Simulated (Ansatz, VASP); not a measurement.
**NiO2 in VASP and in Ansatz**

```xyz
3
Lattice="2.8624 0.0000 0.0000 -1.4312 2.4789 0.0000 0.0000 0.0000 4.7038" Properties=species:S:1:pos:R:3 pbc="T T T"
Ni    0.0000    0.0000    2.3519
O     1.4312    0.8263    2.9981
O     0.0000    1.6526    1.7057
```

Alike in both runs: task single point; functional PBEsol; k mesh 12 × 12 × 6; occupations gaussian, width 0.05 eV; no spin polarisation.

```csv
,VASP,Ansatz
version,VASP 6.6.1,Ansatz 0.2.0
potentials or method,"VASP PAW PBE potentials, release 64 (Ni, O), cutoff 520 eV","scalar-relativistic, plane waves, PAW"
valence electrons in the cell,22,30
```

VASP gave:

| Quantity | Value |
| --- | --- |
| gap on the k mesh at the Fermi level (eV) | 0.63 |
| least direct gap on the mesh (eV) | 0.94 |
| rms of the force components (eV/Å) | 2.356 |

Question: Estimate Ansatz's values.

Answer: gap on the k mesh at the Fermi level (eV): 0.65; least direct gap on the mesh (eV): 0.99; rms of the force components (eV/Å): 2.349.

VASP's potentials were made for PBE, not for PBEsol. Atom by atom the forces differ by 0.007 eV/Å (rms over components). VASP's potentials hold 22 valence electrons a cell and Ansatz's 30, so a difference there can come from the potentials and not from the codes.
